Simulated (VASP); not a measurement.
# MnN in VASP: a series of runs

Runs on MnN. Level: PBE. Tasks: single point.

Program: VASP 6.6.1. These are calculated values, not measurements. Logs are shortened: lines on timing, memory, paths and dates and some standing lists are left out, and cuts for length are marked.

## (1) The cell of the first run

The cell holds a cluster in a box, 2 atoms: a = 8.000 Å, b = 8.000 Å, c = 8.000 Å, α = 90.00°, β = 90.00°, γ = 90.00°.

## (2) Single point, PBE, collinear spin, ferrimagnetic start

File INCAR:

```
SYSTEM = MnN
ALGO = Normal
EDIFF = 1E-6
ENCUT = 520
GGA = PE
GGA_COMPAT = .FALSE.
ISIF = 2
ISMEAR = -1
ISPIN = 2
LASPH = .TRUE.
LCHARG = .FALSE.
LMAXMIX = 4
LORBIT = 11
LREAL = .FALSE.
LWAVE = .FALSE.
MAGMOM = 3.46 -0.68
NBANDS = 20
NELM = 200
PREC = Accurate
SIGMA = 0.05
```

File KPOINTS:

```
k-points
0
G
  1 1 1
  0 0 0
```

File POSCAR:

```
MnN
1.0
    8.0000080000      0.0000000000      0.0000000000
    0.0000000000      8.0000080000      0.0000000000
    0.0000000000      0.0000000000      8.0000080000
Mn N
1 1
Direct
    0.3625000000      0.5000000000      0.5000000000
    0.3625000000      0.6745625000      0.7327500000
```

Potentials or basis: VASP PAW PBE potentials, release 64 (Mn_pv, N).

The run is started by

```bash
$ cat potpaw_PBE.64/Mn_pv/POTCAR potpaw_PBE.64/N/POTCAR > POTCAR
$ mpirun -np 1 vasp_gam > vasp.out
```

OUTCAR:

```text
SYSTEM = MnN
   EDIFF = 1E-6
   ENCUT = 520
   GGA = PE
   ISIF = 2
   ISMEAR = -1
   ISPIN = 2
   LASPH = .TRUE.
   LORBIT = 11
   LREAL = .FALSE.
   NELM = 200
   PREC = Accurate

 ion  position               nearest neighbor table
   1  0.362  0.500  0.500-   2 2.33
   2  0.362  0.675  0.733-   1 2.33

  LATTYP: Found a simple cubic cell.
 ALAT       =     8.0000080000

  Lattice vectors:

 A1 = (   8.0000080000,   0.0000000000,   0.0000000000)
 A2 = (   0.0000000000,   8.0000080000,   0.0000000000)
 A3 = (   0.0000000000,   0.0000000000,   8.0000080000)

Analysis of symmetry for initial positions (statically):
=====================================================================
 Subroutine PRICEL returns:
 Original cell was already a primitive cell.

 Routine SETGRP: Setting up the symmetry group for a
 simple cubic supercell.

 Subroutine GETGRP returns: Found  2 space group operations
 (whereof  1 operations were pure point group operations)
 out of a pool of 48 trial point group operations.

The static configuration has the point symmetry C_1 .
 The point group associated with its full space group is C_1h.

Analysis of symmetry for dynamics (positions and initial velocities):
=====================================================================
 Subroutine PRICEL returns:
 Original cell was already a primitive cell.

 Routine SETGRP: Setting up the symmetry group for a
 simple cubic supercell.

 Subroutine GETGRP returns: Found  2 space group operations
 (whereof  1 operations were pure point group operations)
 out of a pool of 48 trial point group operations.

The dynamic configuration has the point symmetry C_1 .
 The point group associated with its full space group is C_1h.

Analysis of structural, dynamic, and magnetic symmetry:
=====================================================================
 Subroutine PRICEL returns:
 Original cell was already a primitive cell.

 Routine SETGRP: Setting up the symmetry group for a
 simple cubic supercell.

 Subroutine GETGRP returns: Found  2 space group operations
 (whereof  1 operations were pure point group operations)
 out of a pool of 48 trial point group operations.

The overall configuration has the point symmetry C_1 .
 The point group associated with its full space group is C_1h.

 Subroutine INISYM returns: Found  2 space group operations
 (whereof  1 operations are pure point group operations),
 and found     1 'primitive' translations

----------------------------------------------------------------------------------------

                                     Primitive cell
[... 90 lines left out ...]
  Thomas-Fermi vector in A             =   1.561558
   LORBIT       =     11    0 simple, 1 ext, 2 COOP (PROOUT), +10 PAW based schemes
   GGA     = PE    functional components
   LHFCALC =     F    Hartree Fock is set to
   AEXX    =    0.0000 exact exchange contribution
   IVDW    =     0    specifies the selected vdW correction
   LEPSILON=     F    determine dielectric tensor
   LRPA    =     F    only Hartree local field effects (RPA)
 spin polarized calculation
  energy-cutoff  :      520.00
  volume of cell :      512.00
 maximum number of plane-waves:      6903
 NGX is ok and might be reduce to    60
   NGX = 29   NGY = 29   NGZ = 29

 number of electron      18.0000004 magnetization       3.7714244

 Free energy of the ion-electron system (eV)
  ---------------------------------------------------
  ext. energy  EPLUGINS =         0.00000000
  ---------------------------------------------------
  free energy    TOTEN  =        -9.68645759 eV

  energy without entropy =       -9.64714511  energy(sigma->0) =       -9.66680135

 E-fermi :  -3.4385     XC(G=0):  -1.9109

 val. band max:       -3.5409565788   @ k =   0.0000   0.0000   0.0000
 cond. band min:      -3.3230966331   @ k =   0.0000   0.0000   0.0000
 fundamental gap:      0.2178599457
 Fermi energy:        -3.4385498772

 spin component 1

 k-point     1 :       0.0000    0.0000    0.0000
  band No.  band energies     occupation
      1     -55.3722      1.00000
      2     -55.3155      1.00000
      3     -55.1345      1.00000
      4     -14.3863      1.00000
      5      -7.6534      1.00000
      6      -7.5855      1.00000
[... 12 lines left out ...]
     19       1.6966      0.00000
     20       2.4514      0.00000
 Fermi energy:        -3.4385498772

 spin component 2

 k-point     1 :       0.0000    0.0000    0.0000
  band No.  band energies     occupation
      1     -50.5828      1.00000
      2     -50.5669      1.00000
      3     -50.3810      1.00000
      4     -17.0161      1.00000
      5      -6.0269      1.00000
      6      -6.0189      1.00000
[... 12 lines left out ...]
     19       1.9553      0.00000
     20       2.9895      0.00000

------------------------ aborting loop because EDIFF is reached ----------------------------------------

  FORCE on cell =-STRESS in cart. coord.  units (eV):
  Direction    XX          YY          ZZ          XY          YZ          ZX
  --------------------------------------------------------------------------------------
  -------------------------------------------------------------------------------------
  Total       -0.1015480     -1.9168471     -3.3741926      0.0000000     -2.3468648      0.0000000
  in kB       -0.3177683     -5.9982807    -10.5586692      0.0000000     -7.3439109      0.0000000
  external PRESSURE =      -5.6249060 kB  Pullay stress =       0.0000000 kB

 VOLUME and BASIS-vectors are now :
 -----------------------------------------------------------------------------
  energy-cutoff  :      520.00
  volume of cell :      512.00
      direct lattice vectors                 reciprocal lattice vectors
     8.000008000  0.000000000  0.000000000     0.124999875  0.000000000  0.000000000
     0.000000000  8.000008000  0.000000000     0.000000000  0.124999875  0.000000000
     0.000000000  0.000000000  8.000008000     0.000000000  0.000000000  0.124999875

 POSITION                                       TOTAL-FORCE (eV/Angst)
 -----------------------------------------------------------------------------------
      2.90000      4.00000      4.00000         0.000000      1.284298      1.693041
      2.90000      5.39651      5.86201         0.000000     -1.284298     -1.693041
 -----------------------------------------------------------------------------------
    total drift:                               -0.000000     -0.000245     -0.000127

  FREE ENERGIE OF THE ION-ELECTRON SYSTEM (eV)
  ---------------------------------------------------
  free  energy   TOTEN  =        -9.6864575924 eV

  energy  without entropy=       -9.6471451097  energy(sigma->0) =       -9.66680135

 total charge

# of ion       s       p       d       tot
------------------------------------------
    1        0.337   6.047   4.818  11.202
    2        1.336   2.007   0.000   3.343
--------------------------------------------------
tot          1.674   8.054   4.818  14.545

 magnetization (x)

# of ion       s       p       d       tot
------------------------------------------
    1        0.222   0.042   4.351   4.616
    2       -0.024  -1.105   0.000  -1.129
--------------------------------------------------
tot          0.198  -1.062   4.351   3.487
```

OSZICAR:

```text
N       E                     dE             d eps       ncg     rms          rms(c)
DAV:   1     0.814687953218E+02    0.81469E+02   -0.78821E+03    96   0.582E+02
DAV:   2     0.630851575773E+01   -0.75160E+02   -0.69802E+02    88   0.153E+02
[... 13 lines left out ...]
DAV:  93    -0.968644130150E+01   -0.47864E-05   -0.82524E-05    80   0.283E-02    0.187E-02
DAV:  94    -0.968644799008E+01   -0.66886E-05   -0.16352E-05    84   0.180E-02    0.134E-02
DAV:  95    -0.968645097198E+01   -0.29819E-05   -0.10365E-05    92   0.909E-03    0.114E-02
DAV:  96    -0.968645221559E+01   -0.12436E-05   -0.31098E-05    80   0.171E-02    0.108E-02
DAV:  97    -0.968645679986E+01   -0.45843E-05   -0.16541E-05    80   0.158E-02    0.401E-03
DAV:  98    -0.968645759239E+01   -0.79253E-06   -0.78806E-06    88   0.829E-03
   1 F= -.96864576E+01 E0= -.96668014E+01  d E =-.393125E-01  mag=     3.7713
```

stdout:

```text
POSCAR found type information on POSCAR MnN
 POSCAR found :  2 types and       2 ions
 scaLAPACK will be used
 LDA part: xc-table for (Slater+PW92), standard interpolation
 POSCAR, INCAR and KPOINTS ok, starting setup
 FFT: planning ... GRIDC
 FFT: planning ... GRID_SOFT
 FFT: planning ... GRID
 WAVECAR not read
 entering main loop
```

Run time: 5.3 min. Hardware: 1 thread of Intel Xeon 6975P-C (Granite Rapids), shared host; peak memory 0.62 GiB.

What came out:

```yaml
Free_energy: -9.6865 eV
Largest_force: 2.125 eV/Å
Gap_between_the_frontier_levels: 0.22 eV
Net_moment: 3.77 μB per cell
Site_moments: Mn +4.62; N -1.13 μB
Valence_electrons_inside_the_program's_atomic_spheres: Mn 11.20; N 3.34
```

Forces in eV/Å, atoms in the order of the input:
```
Mn   0.000  1.284  1.693
N    0.000 -1.284 -1.693
```

Levels at points of the mesh, in eV from the valence-band top:
Spin up:
| k point | band 7 | band 8 | band 9 | band 10 | band 11 | band 12 | band 13 | band 14 | band 15 | band 16 |
| --- | --- | --- | --- | --- | --- | --- | --- | --- | --- | --- |
| (0.00, 0.00, 0.00) | -3.96 | -3.93 | -3.86 | -2.09 | 0.00 | 0.66 | 0.68 | 2.72 | 2.84 | 3.46 |
Spin down:
| k point | band 3 | band 4 | band 5 | band 6 | band 7 | band 8 | band 9 | band 10 | band 11 | band 12 |
| --- | --- | --- | --- | --- | --- | --- | --- | --- | --- | --- |
| (0.00, 0.00, 0.00) | -46.84 | -13.48 | -2.49 | -2.48 | -2.06 | 0.22 | 0.30 | 0.36 | 0.58 | 0.60 |

## (3) Single point, PBE, collinear spin, ferrimagnetic start

File INCAR:

```
ALGO     = Normal         # electronic algorithm
EDIFF    = 1E-6           # SCF threshold, eV
ENCUT    = 520            # plane-wave cutoff, eV
GGA      = PE             # functional
GGA_COMPAT= False        
ISIF     = 2              # what is computed and relaxed
ISMEAR   = -1             # smearing method
ISPIN    = 2              # spin polarisation
LASPH    = True           # aspherical terms in the spheres
LCHARG   = False          # write CHGCAR
LMAXMIX  = 4              # l up to which the mixer works
LORBIT   = 11             # projections on sites
LREAL    = False          # projectors in reciprocal space
LWAVE    = False          # write WAVECAR
MAGMOM   = 3.46 -0.68     # initial moments
NBANDS   = 20             # bands
NELM     = 200            # most SCF steps
PREC     = Accurate       # precision mode
SIGMA    = 0.05           # smearing width, eV
```

File KPOINTS:

```
k-points
0
Gamma
  1 1 1
```

File POSCAR:

```
MnN
1.0
    7.9999920000      0.0000000000      0.0000000000
    0.0000000000      7.9999920000      0.0000000000
    0.0000000000      0.0000000000      7.9999920000
Mn N
1 1
Direct
    0.3625000000      0.5000000000      0.5000000000
    0.3625000000      0.6745625000      0.7327500000
```

Potentials or basis: VASP PAW PBE potentials, release 64 (Mn_pv, N).

The run is started by

```bash
$ cat potpaw_PBE.64/Mn_pv/POTCAR potpaw_PBE.64/N/POTCAR > POTCAR
$ mpirun -np 1 vasp_gam > vasp.out
```

Run time: 3.7 min. Hardware: 1 thread of Intel Xeon 6975P-C (Granite Rapids), shared host; peak memory 0.64 GiB.

It converged, with:

```
Free energy                                           : -9.6865 eV
Largest force                                         : 2.126 eV/Å
Gap between the frontier levels                       : 0.22 eV
Net moment                                            : 3.77 μB per cell
Site moments                                          : Mn +4.62; N -1.13 μB
Valence electrons inside the program's atomic spheres : Mn 11.20; N 3.34
```

Forces in eV/Å, atoms in the order of the input:
```
Mn   0.000  1.285  1.693
N    0.000 -1.285 -1.693
```

Levels at points of the mesh, in eV from the valence-band top:
Spin up:
```
           k point  band 8  band 9  band 10  band 11  band 12  band 13  band 14  band 15
(0.00, 0.00, 0.00)   -3.93   -3.86    -2.09     0.00     0.66     0.68     2.72     2.84
```
Spin down:
```
           k point  band 3  band 4  band 5  band 6  band 7  band 8  band 9  band 10  band 11  band 12
(0.00, 0.00, 0.00)  -46.84  -13.47   -2.49   -2.48   -2.06    0.22    0.30     0.36     0.58     0.60
```

## (4) Single point, PBE, collinear spin, ferrimagnetic start

File INCAR:

```
SYSTEM = MnN
PREC = Accurate ; ENCUT = 520
EDIFF = 1E-6 ; ISMEAR = -1
SIGMA = 0.05 ; LREAL = .FALSE.
LASPH = .TRUE. ; NELM = 200
ALGO = Normal ; ISIF = 2
LWAVE = .FALSE. ; LCHARG = .FALSE.
ISPIN = 2 ; MAGMOM = 3.46 -0.68
LORBIT = 11 ; LMAXMIX = 4
GGA = PE ; NBANDS = 20
GGA_COMPAT = .FALSE.
```

File KPOINTS:

```
regular mesh
0
G
  1 1 1
  0 0 0
```

POSCAR is that of step 3.

The run is started by

```bash
$ cat potpaw_PBE.64/Mn_pv/POTCAR potpaw_PBE.64/N/POTCAR > POTCAR
$ mpirun -np 1 vasp_gam > vasp.out
```

Wall time 4 min (1 thread of Intel Xeon 6975P-C (Granite Rapids), shared host); peak memory 0.65 GiB.

Results (log left out):

```yaml
Free_energy: -9.6865 eV
Largest_force: 2.126 eV/Å
Gap_between_the_frontier_levels: 0.22 eV
Net_moment: 3.77 μB per cell
Site_moments: Mn +4.62; N -1.13 μB
Valence_electrons_inside_the_program's_atomic_spheres: Mn 11.20; N 3.34
```

Forces on the atoms (eV/Å):
```
Mn   0.000  1.285  1.693
N    0.000 -1.285 -1.693
```

Levels at points of the mesh, in eV from the valence-band top:
Spin up:
| k point | band 9 | band 10 | band 11 | band 12 | band 13 | band 14 |
| --- | --- | --- | --- | --- | --- | --- |
| (0.00, 0.00, 0.00) | -3.86 | -2.09 | 0.00 | 0.66 | 0.68 | 2.72 |
Spin down:
| k point | band 5 | band 6 | band 7 | band 8 | band 9 | band 10 |
| --- | --- | --- | --- | --- | --- | --- |
| (0.00, 0.00, 0.00) | -2.49 | -2.48 | -2.06 | 0.22 | 0.30 | 0.36 |
